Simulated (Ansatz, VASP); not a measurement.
## One calculation of Te2Mo, two programs

Contents of POSCAR:

```
Te2Mo
1.0
    3.5647507477     -0.0154244482     -0.0209874545
   -1.7957333379      3.1046397268     -0.0011168618
   -0.1033037404     -0.0659902694     17.3016318289
Te Mo
2 1
Direct
    0.3671585016      0.7430726985      0.9049793876
    0.3318392500      0.6353744590      0.1033077838
   -0.0323310849     -0.0451138242     -0.0082871713
```

Contents of INCAR.step1:

```
ALGO     = Normal         # electronic algorithm
EDIFF    = 1E-4           # SCF threshold, eV
ENCUT    = 520            # plane-wave cutoff, eV
GGA      = PE             # functional
ISMEAR   = 0              # smearing method
LASPH    = True           # aspherical terms in the spheres
LCHARG   = False          # write CHGCAR
LREAL    = False          # projectors in reciprocal space
LWAVE    = True           # write WAVECAR
NBANDS   = 20             # bands
NELM     = 60             # most SCF steps
PREC     = Accurate       # precision mode
SIGMA    = 0.05           # smearing width, eV
```

The input INCAR.step2:

```
ALGO     = Normal         # electronic algorithm
EDIFF    = 1E-6           # SCF threshold, eV
ENCUT    = 520            # plane-wave cutoff, eV
ISIF     = 2              # what is computed and relaxed
ISMEAR   = 0              # smearing method
ISTART   = 1            
LASPH    = True           # aspherical terms in the spheres
LCHARG   = False          # write CHGCAR
LMIXTAU  = True         
LREAL    = False          # projectors in reciprocal space
LWAVE    = False          # write WAVECAR
METAGGA  = R2SCAN         # meta-GGA
NBANDS   = 20             # bands
NELM     = 60             # most SCF steps
PREC     = Accurate       # precision mode
SIGMA    = 0.05           # smearing width, eV
```

KPOINTS

```
k-points
0
Gamma
  12 12 2
```

Input for Ansatz:

```yaml
crystal:
  lattice:
    - [3.5647507477, -0.0154244482, -0.0209874545]
    - [-1.7957333379, 3.1046397268, -0.0011168618]
    - [-0.1033037404, -0.0659902694, 17.3016318289]
  atoms:
    - { symbol: Te, position: [0.3671585016, 0.7430726985, 0.9049793876] }
    - { symbol: Te, position: [0.33183925, 0.635374459, 0.1033077838] }
    - { symbol: Mo, position: [-0.0323310849, -0.0451138242, -0.0082871713] }
basis:
  ecutwfc: 500
kpoints:
  mp_grid: { grid: [12, 12, 2] }
hamiltonian:
  xc: r2scan
scf:
  occupations: { method: gaussian, width: 0.05 }
output:
  forces: true
  stress: true
  eigenvalues: true
  write_density: true
  write_potential: true
  elf: true
  volumetric_format: npy
```

Change from the starting cell: all atoms moved at random (sigma 0.15 Å a component), cell strained at random (sigma 0.01).

Alike in both runs: task single point; functional r2SCAN; k mesh 12 × 12 × 2; occupations gaussian, width 0.05 eV; no spin polarisation.

```csv
,VASP,Ansatz
version,VASP 6.6.1,Ansatz 0.2.0
potentials or method,"VASP PAW PBE potentials, release 64 (Te, Mo_sv), cutoff 520 eV","scalar-relativistic, plane waves, PAW"
valence electrons in the cell,26,46
```

|  | VASP | Ansatz | Ansatz less VASP |
| --- | --- | --- | --- |
| gap on the k mesh at the Fermi level (eV) | 0.40 | 0.42 | +0.020 |
| least direct gap on the mesh (eV) | 1.01 | 1.02 | +0.014 |
| rms of the force components (eV/Å) | 3.471 | 3.477 | +0.0057 |

VASP's potentials were made for PBE, not for r2SCAN. Atom by atom the forces differ by 0.015 eV/Å (rms over components). VASP's potentials hold 26 valence electrons a cell and Ansatz's 46, so a difference there can come from the potentials and not from the codes. Ansatz's warnings: xc potential rough in thin density.

Neither program's run includes spin-orbit coupling.
